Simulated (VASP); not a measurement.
# Sn (I4/mmm) in VASP: a series of runs, part 2 of 2

VASP 6.6.1. Earlier steps stand in the parts before.

## 4. Single point, PBEsol+D3(BJ) (strain -0.080 along x and y, +0.080 along z)

INCAR reads:

```
SYSTEM = Sn
  PREC = Accurate
  ENCUT = 520
  EDIFF = 1E-6
  ISMEAR = 0
  SIGMA = 0.15
  LREAL = .FALSE.
  LASPH = .TRUE.
  NELM = 60
  ALGO = Fast
  ISIF = 2
  LWAVE = .FALSE.
  LCHARG = .FALSE.
  GGA = PS
  IVDW = 12
  NBANDS = 13
```

KPOINTS reads:

```
Automatic mesh
0
G
  18 18 18
  0 0 0
```

POSCAR reads:

```
Sn
1.0
   -1.7430796737      1.7430796737      2.0462239647
    1.7430796737     -1.7430796737      2.0462239647
    1.7430796737      1.7430796737     -2.0462239647
Sn
1
Direct
    0.0000000000      0.0000000000      0.0000000000
```

Potentials or basis: VASP PAW PBE potentials, release 64 (Sn_d).

Launch:

```
cat potpaw_PBE.64/Sn_d/POTCAR > POTCAR
mpirun -np 1 vasp_std > vasp.out
```

OUTCAR:

```text
SYSTEM = Sn
   PREC = Accurate
   ENCUT = 520
   EDIFF = 1E-6
   ISMEAR = 0
   LREAL = .FALSE.
   LASPH = .TRUE.
   NELM = 60
   ISIF = 2
   GGA = PS
   IVDW = 12
 IVDW          = 12

 ion  position               nearest neighbor table
   1  0.000  0.000  0.000-

  LATTYP: Found a body centered tetragonal cell.
 ALAT       =     3.4861593474
 C/A-ratio  =     1.1739130434

  Lattice vectors:

 A1 = (  -1.7430796737,   1.7430796737,   2.0462239647)
 A2 = (   1.7430796737,  -1.7430796737,   2.0462239647)
 A3 = (   1.7430796737,   1.7430796737,  -2.0462239647)

Analysis of symmetry for initial positions (statically):
=====================================================================
 Subroutine PRICEL returns:
 Original cell was already a primitive cell.

 Routine SETGRP: Setting up the symmetry group for a
 body centered tetragonal supercell.

 Subroutine GETGRP returns: Found 16 space group operations
 (whereof 16 operations were pure point group operations)
 out of a pool of 16 trial point group operations.

The static configuration has the point symmetry D_4h.

Analysis of symmetry for dynamics (positions and initial velocities):
=====================================================================
 Subroutine PRICEL returns:
 Original cell was already a primitive cell.

 Routine SETGRP: Setting up the symmetry group for a
 body centered tetragonal supercell.

 Subroutine GETGRP returns: Found 16 space group operations
 (whereof 16 operations were pure point group operations)
 out of a pool of 16 trial point group operations.

The dynamic configuration has the point symmetry D_4h.

 Subroutine INISYM returns: Found 16 space group operations
 (whereof 16 operations are pure point group operations),
 and found     1 'primitive' translations

----------------------------------------------------------------------------------------

                                     Primitive cell

  volume of cell :      24.8684

[... 114 lines left out ...]
   IVDW    =    12    specifies the selected vdW correction
   LEPSILON=     F    determine dielectric tensor
   LRPA    =     F    only Hartree local field effects (RPA)
 non-spin polarized calculation
 RMM-DIIS sequential band-by-band and
 Gauss-broadening in eV      SIGMA  =   0.15
  energy-cutoff  :      520.00
  volume of cell :       24.87
 maximum number of plane-waves:       700
   NGX = 11   NGY = 11   NGZ = 11

 number of electron      13.9999996 magnetization

 Free energy of the ion-electron system (eV)
  ---------------------------------------------------
  ext. energy  EPLUGINS =         0.00000000
  ---------------------------------------------------
  free energy    TOTEN  =        -4.22060175 eV

  energy without entropy =       -4.21373512  energy(sigma->0) =       -4.21716843

 E-fermi :   9.1031     XC(G=0): -10.9274

 val. band max:        9.0840890907   @ k =   0.3889   0.2222   0.0000
 cond. band min:       9.1118167624   @ k =  -0.3333   0.3333   0.2778
 fundamental gap:      0.0277276717
 Fermi energy:         9.1031085578

 k-point     1 :       0.0000    0.0000    0.0000
  band No.  band energies     occupation
      1     -12.4525      2.00000
      2     -12.4525      2.00000
      3     -12.3959      2.00000
      4     -12.3261      2.00000
      5     -12.2524      2.00000
      6      -2.7309      2.00000
      7      17.4197      0.00000
      8      17.8035      0.00000
      9      17.8035      0.00000
     10      20.2360      0.00000
     11      21.6764      0.00000
     12      21.6764      0.00000
     13      22.3417      0.00000
[... 354 lines left out ...]
  band No.  band energies     occupation
      1     -12.4471      2.00000
      2     -12.4263      2.00000
      3     -12.3409      2.00000
      4     -12.3229      2.00000
      5     -12.2628      2.00000
      6      -1.7778      2.00000
      7      12.0914      0.00000
      8      15.6726      0.00000
      9      16.4961      0.00000
     10      19.3972      0.00000
     11      19.9370      0.00000
     12      21.1282      0.00000
     13      23.4986      0.00000

 [... further k-points ...]

------------------------ aborting loop because EDIFF is reached ----------------------------------------

 Edisp (eV)   -0.42726

 E8    (eV) :    -0.3015

  FORCE on cell =-STRESS in cart. coord.  units (eV):
  Direction    XX          YY          ZZ          XY          YZ          ZX
  --------------------------------------------------------------------------------------
  -------------------------------------------------------------------------------------
  Total       0.15616     0.15616     0.02635     0.00000    -0.00000     0.00000
  in kB      10.06060    10.06060     1.69772     0.00000    -0.00000     0.00000
  external pressure =        7.27 kB  Pullay stress =        0.00 kB

 VOLUME and BASIS-vectors are now :
 -----------------------------------------------------------------------------
  energy-cutoff  :      520.00
  volume of cell :       24.87
      direct lattice vectors                 reciprocal lattice vectors
    -1.743079674  1.743079674  2.046223965     0.000000000  0.286848621  0.244352529
     1.743079674 -1.743079674  2.046223965     0.286848621  0.000000000  0.244352529
     1.743079674  1.743079674 -2.046223965     0.286848621  0.286848621  0.000000000

 POSITION                                       TOTAL-FORCE (eV/Angst)
 -----------------------------------------------------------------------------------
      0.00000      0.00000      0.00000         0.000000      0.000000     -0.000000
 -----------------------------------------------------------------------------------
    total drift:                               -0.000000      0.000000      0.000000

  FREE ENERGIE OF THE ION-ELECTRON SYSTEM (eV)
  ---------------------------------------------------
  free  energy   TOTEN  =        -4.6478620084 eV

  energy  without entropy=       -4.6409953787  energy(sigma->0) =       -4.64442869
```

OSZICAR:

```text
N       E                     dE             d eps       ncg     rms          rms(c)
DAV:   1     0.804816887391E+02    0.80482E+02   -0.70858E+03 12815   0.165E+03
DAV:   2     0.121438869112E+01   -0.79267E+02   -0.76732E+02 13235   0.344E+02
DAV:   3    -0.413702319526E+01   -0.53514E+01   -0.53333E+01 14847   0.723E+01
DAV:   4    -0.424185553545E+01   -0.10483E+00   -0.10481E+00 14826   0.107E+01
DAV:   5    -0.424520813410E+01   -0.33526E-02   -0.33525E-02 16194   0.188E+00    0.159E+00
RMM:   6    -0.422682139213E+01    0.18387E-01   -0.15116E-02 15842   0.166E+00    0.892E-01
RMM:   7    -0.422085302826E+01    0.59684E-02   -0.10706E-02 15768   0.126E+00    0.129E-01
RMM:   8    -0.422057011298E+01    0.28292E-03   -0.10619E-03 17820   0.429E-01    0.343E-02
RMM:   9    -0.422059825860E+01   -0.28146E-04   -0.30922E-04 19587   0.162E-01    0.293E-02
RMM:  10    -0.422060091199E+01   -0.26534E-05   -0.41836E-05 16981   0.952E-02    0.153E-02
RMM:  11    -0.422060123849E+01   -0.32650E-06   -0.21766E-05 18656   0.507E-02    0.348E-03
RMM:  12    -0.422060174765E+01   -0.50917E-06   -0.56289E-06 13663   0.224E-02
   1 F= -.46478620E+01 E0= -.46444287E+01  d E =-.686663E-02
```

stdout:

```text
POSCAR found type information on POSCAR Sn
 POSCAR found :  1 types and       1 ions
 scaLAPACK will be used
 -----------------------------------------------------------------------------
|                                                                             |
|                                                                             |
|     You enforced a specific xc type in the INCAR file but a different       |
|     I HOPE YOU KNOW WHAT YOU ARE DOING!                                     |
|                                                                             |
 -----------------------------------------------------------------------------

 LDA part: xc-table for (Slater+PW92), standard interpolation
 POSCAR, INCAR and KPOINTS ok, starting setup
 FFT: planning ... GRIDC
 FFT: planning ... GRID_SOFT
 FFT: planning ... GRID
 WAVECAR not read
 entering main loop
WARNING in EDDRMM: call to ZHEGV failed, returncode =   6  3     10
WARNING in EDDRMM: call to ZHEGV failed, returncode =   6  3     11
WARNING in EDDRMM: call to ZHEGV failed, returncode =   8  4     11
WARNING in EDDRMM: call to ZHEGV failed, returncode =   6  3     10
WARNING in EDDRMM: call to ZHEGV failed, returncode =   8  4     11
WARNING in EDDRMM: call to ZHEGV failed, returncode =   6  3     10
WARNING in EDDRMM: call to ZHEGV failed, returncode =   6  3      8
```

Wall time 46 s (1 thread of Intel Xeon Platinum 8559C (Emerald Rapids), shared host); peak memory 0.26 GiB.

What came out:

```yaml
Free_energy: -4.6479 eV
Pressure: 0.7 GPa
Band_gap_on_the_k_mesh: zero (band 7 reaches 17.42 eV, above the bottom of band 8 at 6.49 eV)
Dispersion_energy_per_atom: -0.427 eV
```

Stress tensor (GPa, compression positive):
```
1.01 0.00 0.00
0.00 1.01 0.00
0.00 0.00 0.17
```

Caveat: the cell differs from its parent crystal (strain -0.080 along x and y, +0.080 along z); the PAW data sets were made with another functional, which shifts forces and pressure a little; spin-orbit coupling is left out, which moves the levels of the heavy elements; pairwise dispersion overbinds metals, which lowers pressure and volume.

## 5. The runs side by side

| cell | further INCAR settings | gap on the mesh (eV) | pressure (GPa) |
| --- | --- | --- | --- |
| a = 3.109 Å, angles 111.8, 111.8, 104.9°, 1 atom | ALGO = Fast; EDIFF = 1e-07; NBANDS = 13 | none | 6.5 |
| a = 3.156 Å, angles 112.9, 112.9, 102.7°, 1 atom | ALGO = Fast; EDIFF = 1e-07; NBANDS = 13 | none | 3.3 |
| a = 3.204 Å, angles 114.1, 114.1, 100.6°, 1 atom | ALGO = Fast; EDIFF = 1e-06; NBANDS = 13 | none | 0.7 |

Alike in all rows: task single point; level PBEsol+D3(BJ); potentials or basis VASP PAW PBE potentials, release 64 (Sn_d); no spin polarisation; k mesh 18 × 18 × 18; cutoff (eV) 520; smearing gaussian 0.15 eV.

Caveats: the PAW data sets were made with another functional, which shifts forces and pressure a little; spin-orbit coupling is left out, which moves the levels of the heavy elements; pairwise dispersion overbinds metals, which lowers pressure and volume.

Absolute energies hang on the potentials; compare differences alone.
